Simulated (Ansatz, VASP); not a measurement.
# Two plane-wave programs on Tc

The input INCAR:

```
SYSTEM = Tc
PREC = Accurate
ENCUT = 500
EDIFF = 1E-6
ISMEAR = 0
SIGMA = 0.05
LREAL = .FALSE.
LASPH = .TRUE.
NELM = 120
ALGO = Normal
ISIF = 2
LWAVE = .FALSE.
LCHARG = .TRUE.
GGA = PE
LELF = .TRUE.
LVHAR = .TRUE.
NBANDS = 12
GGA_COMPAT = .FALSE.
```

File KPOINTS:

```
regular mesh
0
G
  10 10 10
  0 0 0
```

The input POSCAR:

```
Tc
1.0
   -1.5401792770      1.5401792770      1.5401792770
    1.5401792770     -1.5401792770      1.5401792770
    1.5401792770      1.5401792770     -1.5401792770
Tc
1
Direct
    0.0000000000      0.0000000000      0.0000000000
```

Input for Ansatz:

```yaml
crystal:
  lattice:
    - [-1.540179277, 1.540179277, 1.540179277]
    - [1.540179277, -1.540179277, 1.540179277]
    - [1.540179277, 1.540179277, -1.540179277]
  atoms:
    - { symbol: Tc, position: [0.0, 0.0, 0.0] }
basis:
  ecutwfc: 600
  ecutrho_ratio: 5
kpoints:
  mp_grid: { grid: [10, 10, 10] }
hamiltonian:
  xc: pbe
scf:
  occupations: { method: gaussian, width: 0.05 }
output:
  forces: true
  stress: true
  eigenvalues: true
```

Alike in both runs: task single point; functional PBE; k mesh 10 × 10 × 10; occupations gaussian, width 0.05 eV; no spin polarisation.

```csv
,VASP,Ansatz
version,VASP 6.6.1,Ansatz 0.2.0
potentials or method,"VASP PAW PBE potentials, release 64 (Tc_pv), cutoff 500 eV","scalar-relativistic, plane waves, PAW"
valence electrons in the cell,13,15
```

VASP gave:

| Item | Value |
| --- | --- |
| gap on the k mesh at the Fermi level (eV) | none |
| pressure (GPa) | -0.8 |

Question: Estimate Ansatz's values.

Answer: gap on the k mesh at the Fermi level (eV): none; pressure (GPa): 0.0.

A gap of «none» marks a metal or a gap that the smearing closes. The functional is the same, so the differences come from potentials, cutoffs and numerics. VASP's potentials hold 13 valence electrons a cell and Ansatz's 15, so a difference there can come from the potentials and not from the codes.
